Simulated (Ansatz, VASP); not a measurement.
# One calculation of Al2O3, two programs

File INCAR:

```
ALGO = Normal ; EDIFF = 1E-6
ENCUT = 520 ; GGA = PE
ISIF = 2 ; ISMEAR = 0
LASPH = True ; LCHARG = True
LELF = True ; LREAL = False
LVHAR = True ; LWAVE = False
NBANDS = 35 ; NELM = 60
PREC = Accurate ; SIGMA = 0.05
```

File KPOINTS:

```
k-points
0
Gamma
  6 6 6
```

Contents of POSCAR:

```
Al2O3
1.0
    2.4040892951      1.3880016017      4.3737619113
   -2.4040892951      1.3880016017      4.3737619113
    0.0000000000     -2.7760032034      4.3737619113
Al O
4 6
Direct
    0.8635611633      0.8635611633      0.8635611633
    0.6364388367      0.6364388367      0.6364388367
    0.1364388367      0.1364388367      0.1364388367
    0.3635611633      0.3635611633      0.3635611633
    0.0561574040      0.4438425960      0.7500000000
    0.7500000000      0.0561574040      0.4438425960
    0.4438425960      0.7500000000      0.0561574040
    0.9438425960      0.5561574040      0.2500000000
    0.2500000000      0.9438425960      0.5561574040
    0.5561574040      0.2500000000      0.9438425960
```

Input for Ansatz:

```yaml
crystal:
  lattice:
    - [2.4040892951, 1.3880016017, 4.3737619113]
    - [-2.4040892951, 1.3880016017, 4.3737619113]
    - [0.0, -2.7760032034, 4.3737619113]
  atoms:
    - { symbol: Al, position: [0.8635611633, 0.8635611633, 0.8635611633] }
    - { symbol: Al, position: [0.6364388367, 0.6364388367, 0.6364388367] }
    - { symbol: Al, position: [0.1364388367, 0.1364388367, 0.1364388367] }
    - { symbol: Al, position: [0.3635611633, 0.3635611633, 0.3635611633] }
    - { symbol: O, position: [0.056157404, 0.443842596, 0.75] }
    - { symbol: O, position: [0.75, 0.056157404, 0.443842596] }
    - { symbol: O, position: [0.443842596, 0.75, 0.056157404] }
    - { symbol: O, position: [0.943842596, 0.556157404, 0.25] }
    - { symbol: O, position: [0.25, 0.943842596, 0.556157404] }
    - { symbol: O, position: [0.556157404, 0.25, 0.943842596] }
basis:
  ecutwfc: 520.0
kpoints:
  mp_grid: { grid: [6, 6, 6] }
hamiltonian:
  xc: pbe
  pseudopotentials: { kind: paw, azcp: { folder: soft_1 } }
scf:
  occupations: { method: gaussian, width: 0.05 }
output:
  forces: true
  stress: true
  eigenvalues: true
```

Alike in both runs: task single point; functional PBE; k mesh 6 × 6 × 6; occupations gaussian, width 0.05 eV; no spin polarisation.

|  | VASP | Ansatz |
| --- | --- | --- |
| version | VASP 6.6.1 | Ansatz 0.2.0 |
| potentials or method | VASP PAW PBE potentials, release 64 (Al, O), cutoff 520 eV | scalar-relativistic, plane waves, PAW |
| valence electrons in the cell | 48 | 48 |

```csv
,VASP,Ansatz,Ansatz less VASP
gap on the k mesh at the Fermi level (eV),5.48,5.48,+0.003
least direct gap on the mesh (eV),5.48,5.48,+0.003
pressure (GPa),3.6,3.7,+0.08
"traceless stress, the component that is largest in VASP (GPa)",-5.75,-5.65,+0.104
rms of the force components (eV/Å),0.720,0.716,-0.0048
```

Atom by atom the forces differ by 0.005 eV/Å (rms over components). With one functional, cell and mesh, what is left measures potentials, basis and numerics.
